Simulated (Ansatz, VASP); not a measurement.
## Two plane-wave programs on W

File POSCAR:

```
W
1.0
    2.6132328019      0.0000000000      0.0000000000
    0.0000000000      2.6132328019      0.0000000000
    0.0000000000      0.0000000000      2.6132328019
W
1
Direct
    0.0000000000      0.0000000000      0.0000000000
```

Contents of INCAR.step1:

```
SYSTEM = W
PREC     = Accurate       ! precision mode
ENCUT    = 600            ! plane-wave cutoff, eV
ISMEAR   = 0              ! smearing method
SIGMA    = 0.1            ! smearing width, eV
LREAL    = .False.        ! projectors in reciprocal space
LASPH    = .True.         ! aspherical terms in the spheres
NELM     = 100            ! most SCF steps
GGA      = PE             ! functional
ALGO     = Normal         ! electronic algorithm
EDIFF    = 1E-4           ! SCF threshold, eV
LWAVE    = .True.         ! write WAVECAR
LCHARG   = .False.        ! write CHGCAR
```

INCAR.step2

```
SYSTEM = W
PREC     = Accurate       ! precision mode
ENCUT    = 600            ! plane-wave cutoff, eV
EDIFF    = 1E-6           ! SCF threshold, eV
ISMEAR   = 0              ! smearing method
SIGMA    = 0.1            ! smearing width, eV
LREAL    = .False.        ! projectors in reciprocal space
LASPH    = .True.         ! aspherical terms in the spheres
NELM     = 100            ! most SCF steps
ALGO     = Normal         ! electronic algorithm
ISIF     = 3              ! what is computed and relaxed
LWAVE    = .False.        ! write WAVECAR
LCHARG   = .False.        ! write CHGCAR
METAGGA  = R2SCAN         ! meta-GGA
LMIXTAU  = .True.       
IBRION   = 2              ! ionic algorithm
NSW      = 100            ! ionic steps
EDIFFG   = -0.01          ! ionic threshold
ISTART   = 1
```

The input KPOINTS:

```
Automatic mesh
0
Gamma
  22 22 22
  0 0 0
```

Input for Ansatz:

```yaml
crystal:
  lattice:
    - [2.6132328019, 0.0, 0.0]
    - [0.0, 2.6132328019, 0.0]
    - [0.0, 0.0, 2.6132328019]
  atoms:
    - { symbol: W, position: [0.0, 0.0, 0.0] }
basis:
  ecutwfc: 500
kpoints:
  mp_grid: { grid: [22, 22, 22] }
hamiltonian:
  xc: r2scan
scf:
  occupations: { method: gaussian, width: 0.1 }
output:
  forces: true
  stress: true
  eigenvalues: true
relax:
  adjacent_minimum: "off"
  f_tol: 0.01
  max_steps: 80
  cell: { stress_tol: 0.05 }
```

Alike in both runs: task relaxation of cell and atoms; functional r2SCAN; k mesh 22 × 22 × 22; occupations gaussian, width 0.1 eV; no spin polarisation.

|  | VASP | Ansatz |
| --- | --- | --- |
| version | VASP 6.6.1 | Ansatz 0.2.0 |
| potentials or method | VASP PAW PBE potentials, release 64 (W_sv), cutoff 600 eV | scalar-relativistic, plane waves, PAW |
| valence electrons in the cell | 14 | 14 |

```tsv
	VASP	Ansatz	Ansatz less VASP
gap on the k mesh at the Fermi level, each at its own relaxed structure (eV)	none	none	-
relaxed volume (Å³/atom)	18.16	18.06	-0.096
relaxed cell length with the largest relative difference (Å)	2.628	2.624	-0.0046
```

VASP's potentials were made for PBE, not for r2SCAN. A gap of «none» marks a metal or a gap that the smearing closes.

Neither program's run includes spin-orbit coupling.
